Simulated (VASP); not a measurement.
# GaAs (F-43m) in VASP: settings compared

The runs below take GaAs through relaxation of cell and atoms, with revPBE+D3(BJ), r2SCAN, r2SCAN+rVV10.

Everything below comes from runs of VASP 6.6.1. Logs are shortened: lines on timing, memory, paths and dates and some standing lists are left out, and cuts for length are marked.

## Step 1: The cell of the first run

Symmetry: F-43m, No. 216, cubic system. The conventional cell has a = 5.654 Å, b = 5.654 Å, c = 5.654 Å, α = 90.00°, β = 90.00°, γ = 90.00°. Ga (site symmetry -43m) has 4 As at 2.45 Å within 3.2 Å. Within 3.2 Å of As (site symmetry -43m) lie 4 Ga at 2.45 Å.

## Step 2: Relaxation of cell and atoms, revPBE+D3(BJ)

File INCAR:

```
  PREC = Accurate
  ENCUT = 600
  EDIFF = 1E-7
  ISMEAR = 0
  SIGMA = 0.01
  LREAL = F
  LASPH = T
  NELM = 100
  ALGO = Normal
  ISIF = 3
  LWAVE = F
  LCHARG = F
  GGA = RE
  IVDW = 12
  IBRION = 2
  NSW = 80
  EDIFFG = -0.01
```

File KPOINTS:

```
regular mesh
0
Gamma
  6 6 6
```

File POSCAR:

```
GaAs
1.0
    0.0000000000      2.8268500000      2.8268500000
    2.8268500000      0.0000000000      2.8268500000
    2.8268500000      2.8268500000      0.0000000000
Ga As
1 1
Direct
    0.0000000000      0.0000000000      0.0000000000
    0.2500000000      0.2500000000      0.2500000000
```

Potentials or basis: VASP PAW PBE potentials, release 64 (Ga_d, As).

On the command line:

```bash
> cat potpaw_PBE.64/Ga_d/POTCAR potpaw_PBE.64/As/POTCAR > POTCAR
> mpirun -np 1 vasp_std > vasp.out
```

OUTCAR:

```text
PREC = Accurate
   ENCUT = 600
   EDIFF = 1E-7
   ISMEAR = 0
   LREAL = F
   LASPH = T
   NELM = 100
   ISIF = 3
   GGA = RE
   IVDW = 12
   IBRION = 2
   NSW = 80
   EDIFFG = -0.01
 IVDW          = 12

 ion  position               nearest neighbor table
   1  0.000  0.000  0.000-   2 2.45   2 2.45   2 2.45   2 2.45
   2  0.250  0.250  0.250-   1 2.45   1 2.45   1 2.45   1 2.45

  LATTYP: Found a face centered cubic cell.
 ALAT       =     5.6537000000

  Lattice vectors:

 A1 = (   0.0000000000,   2.8268500000,   2.8268500000)
 A2 = (   2.8268500000,   0.0000000000,   2.8268500000)
 A3 = (   2.8268500000,   2.8268500000,   0.0000000000)

Analysis of symmetry for initial positions (statically):
=====================================================================
 Subroutine PRICEL returns:
 Original cell was already a primitive cell.

 Routine SETGRP: Setting up the symmetry group for a
 face centered cubic supercell.

 Subroutine GETGRP returns: Found 24 space group operations
 (whereof 24 operations were pure point group operations)
 out of a pool of 48 trial point group operations.

The static configuration has the point symmetry T_d .

Analysis of symmetry for dynamics (positions and initial velocities):
=====================================================================
 Subroutine PRICEL returns:
 Original cell was already a primitive cell.

 Routine SETGRP: Setting up the symmetry group for a
 face centered cubic supercell.

 Subroutine GETGRP returns: Found 24 space group operations
 (whereof 24 operations were pure point group operations)
 out of a pool of 48 trial point group operations.

The dynamic configuration has the point symmetry T_d .

 Subroutine INISYM returns: Found 24 space group operations
 (whereof 24 operations are pure point group operations),
 and found     1 'primitive' translations

----------------------------------------------------------------------------------------

                                     Primitive cell

  volume of cell :      45.1792

  direct lattice vectors                    reciprocal lattice vectors
     0.000000000  2.826850000  2.826850000    -0.176875321  0.176875321  0.176875321
     2.826850000  0.000000000  2.826850000     0.176875321 -0.176875321  0.176875321
     2.826850000  2.826850000  0.000000000     0.176875321  0.176875321 -0.176875321

  length of vectors
     3.997769609  3.997769609  3.997769609     0.306357042  0.306357042  0.306357042

  position of ions in fractional coordinates (direct lattice)
[... 82 lines left out ...]
   NUPDOWN=      -1.0000    fix difference up-down
   EMIN   =  10.00;   EMAX   =-10.00  energy-range for DOS
   EFERMI =   0.00;   METHOD = LEGACY
   ISMEAR =     0;   SIGMA  =   0.01  broadening in eV -4-tet -1-fermi 0-gaus
   EFERMI_NEDOS =   21; number of points for ismear=-14 and -15
   IALGO  =     38    algorithm
   IMIX   =      4    mixing-type and parameters
     AMIX     =   0.40;   BMIX     =  1.00
     AMIX_MAG =   1.60;   BMIX_MAG =  1.00
  volume/ion in A,a.u.               =      22.59       152.44
  Fermi-wavevector in a.u.,A,eV,Ry     =   1.204628  2.276417 19.743799  1.451128
  Thomas-Fermi vector in A             =   2.340347
   LORBIT       =      0    0 simple, 1 ext, 2 COOP (PROOUT), +10 PAW based schemes
   GGA     = RE    functional components
   LHFCALC =     F    Hartree Fock is set to
   AEXX    =    0.0000 exact exchange contribution
   IVDW    =    12    specifies the selected vdW correction
   LEPSILON=     F    determine dielectric tensor
   LRPA    =     F    only Hartree local field effects (RPA)
 conjugate gradient relaxation of ions
 non-spin polarized calculation
 Gauss-broadening in eV      SIGMA  =   0.01
  energy-cutoff  :      600.00
  volume of cell :       45.18
 maximum number of plane-waves:      1527
   NGX = 15   NGY = 15   NGZ = 15

 number of electron      18.0000011 magnetization

 Free energy of the ion-electron system (eV)
  ---------------------------------------------------
  ext. energy  EPLUGINS =         0.00000000
  ---------------------------------------------------
  free energy    TOTEN  =        -7.62722420 eV

  energy without entropy =       -7.62722420  energy(sigma->0) =       -7.62722420

 E-fermi :   4.0740     XC(G=0):  -9.4589

 val. band max:        4.0168967234   @ k =   0.0000   0.0000   0.0000
 cond. band min:       4.6279257533   @ k =   0.0000   0.0000   0.0000
 fundamental gap:      0.6110290299
 Fermi energy:         4.0739887400

 k-point     1 :       0.0000    0.0000    0.0000
  band No.  band energies     occupation
      1     -10.8003      2.00000
      2     -10.8003      2.00000
      3     -10.8003      2.00000
      4     -10.7216      2.00000
      5     -10.7216      2.00000
      6      -8.6806      2.00000
      7       4.0169      2.00000
      8       4.0169      2.00000
      9       4.0169      2.00000
     10       4.6279      0.00000
     11       7.7609      0.00000
     12       7.7609      0.00000
     13       7.7609      0.00000
[... 226 lines left out ...]
  band No.  band energies     occupation
      1     -10.9008      2.00000
      2     -10.7646      2.00000
      3     -10.7555      2.00000
      4     -10.7363      2.00000
      5     -10.7145      2.00000
      6      -6.1344      2.00000
      7      -2.6417      2.00000
      8       0.6874      2.00000
      9       0.8321      2.00000
     10       7.3493      0.00000
     11       7.5099      0.00000
     12      11.1762      0.00000
     13      11.4684      0.00000

------------------------ aborting loop because EDIFF is reached ----------------------------------------

 Edisp (eV)   -1.24489

 E8    (eV) :    -0.8814

  FORCE on cell =-STRESS in cart. coord.  units (eV):
  Direction    XX          YY          ZZ          XY          YZ          ZX
  --------------------------------------------------------------------------------------
  -------------------------------------------------------------------------------------
  Total       0.00152     0.00152     0.00152     0.00000     0.00000    -0.00000
  in kB       0.05400     0.05400     0.05400     0.00000     0.00000    -0.00000
  external pressure =        0.05 kB  Pullay stress =        0.00 kB

 VOLUME and BASIS-vectors are now :
 -----------------------------------------------------------------------------
  energy-cutoff  :      600.00
  volume of cell :       45.18
      direct lattice vectors                 reciprocal lattice vectors
     0.000000000  2.826850000  2.826850000    -0.176875321  0.176875321  0.176875321
     2.826850000  0.000000000  2.826850000     0.176875321 -0.176875321  0.176875321
     2.826850000  2.826850000  0.000000000     0.176875321  0.176875321 -0.176875321

 POSITION                                       TOTAL-FORCE (eV/Angst)
 -----------------------------------------------------------------------------------
      0.00000      0.00000      0.00000         0.000000      0.000000      0.000000
      1.41342      1.41342      1.41342        -0.000000     -0.000000     -0.000000
 -----------------------------------------------------------------------------------
    total drift:                                0.000002      0.000002      0.000002

  FREE ENERGIE OF THE ION-ELECTRON SYSTEM (eV)
  ---------------------------------------------------
  free  energy   TOTEN  =        -8.8721107567 eV

  energy  without entropy=       -8.8721107567  energy(sigma->0) =       -8.87211076

 reached required accuracy - stopping structural energy minimisation
```

OSZICAR:

```text
N       E                     dE             d eps       ncg     rms          rms(c)
DAV:   1     0.873628744128E+02    0.87363E+02   -0.99463E+03   424   0.203E+03
DAV:   2    -0.377363446915E+00   -0.87740E+02   -0.84748E+02   449   0.358E+02
DAV:   3    -0.763402964051E+01   -0.72567E+01   -0.71486E+01   531   0.804E+01
DAV:   4    -0.776037472107E+01   -0.12635E+00   -0.12628E+00   446   0.117E+01
DAV:   5    -0.776270291429E+01   -0.23282E-02   -0.23281E-02   511   0.147E+00    0.296E+00
DAV:   6    -0.763588717234E+01    0.12682E+00   -0.24207E-01   643   0.950E+00    0.182E+00
DAV:   7    -0.762295339767E+01    0.12934E-01   -0.78458E-02   544   0.230E+00    0.574E-01
DAV:   8    -0.762614296771E+01   -0.31896E-02   -0.12288E-02   451   0.153E+00    0.110E-01
DAV:   9    -0.762696703061E+01   -0.82406E-03   -0.15041E-03   501   0.499E-01    0.597E-02
DAV:  10    -0.762710059344E+01   -0.13356E-03   -0.12447E-04   491   0.120E-01    0.333E-02
DAV:  11    -0.762722218154E+01   -0.12159E-03   -0.25103E-04   431   0.112E-01    0.488E-03
DAV:  12    -0.762722312394E+01   -0.94240E-06   -0.29124E-06   526   0.234E-02    0.209E-03
DAV:  13    -0.762722424810E+01   -0.11242E-05   -0.19136E-06   461   0.103E-02    0.100E-03
DAV:  14    -0.762722420453E+01    0.43579E-07   -0.32373E-08   368   0.180E-03
   1 F= -.88721108E+01 E0= -.88721108E+01  d E =-.887211E+01
```

It took 15 s on 1 thread of Intel Xeon Platinum 8259CL at 2.50GHz (Skylake/Cascade Lake), shared host; peak memory 0.18 GiB.

What came out:

* Free energy: -8.8721 eV
* Pressure after relaxing: 0.0 GPa
* Band gap on the k mesh: 0.61 eV, direct
* Dispersion energy per atom: -0.622 eV

Final structure:
```cif
data_structure
_symmetry_space_group_name_H-M 'P 1'
_symmetry_Int_Tables_number 1
_cell_length_a 3.9978
_cell_length_b 3.9978
_cell_length_c 3.9978
_cell_angle_alpha 60.000
_cell_angle_beta 60.000
_cell_angle_gamma 60.000
_cell_volume 45.18
loop_
_atom_site_label
_atom_site_type_symbol
_atom_site_fract_x
_atom_site_fract_y
_atom_site_fract_z
_atom_site_occupancy
Ga1 Ga 0.00000 0.00000 0.00000 1
As1 As 0.25000 0.25000 0.25000 1
```

Levels at points of the mesh, in eV from the valence-band top:
```csv
k point,band 5,band 6,band 7,band 8,band 9,band 10,band 11,band 12,band 13
"(0.00, 0.00, 0.00)",-14.74,-12.70,0.00,0.00,0.00,0.61,3.74,3.74,3.74
"(0.50, 0.00, 0.00)",-14.73,-10.94,-6.61,-1.14,-1.14,1.07,4.65,4.65,7.87
"(0.50, 0.50, 0.00)",-14.73,-10.19,-6.79,-2.67,-2.67,1.53,1.71,10.20,10.20
```

Caveat: the relaxation stopped at its first step, so nothing moved; the PAW data sets were made with another functional, which shifts forces and pressure a little. A k mesh can miss the band edges.

(Part 1 of 2 ends here.)
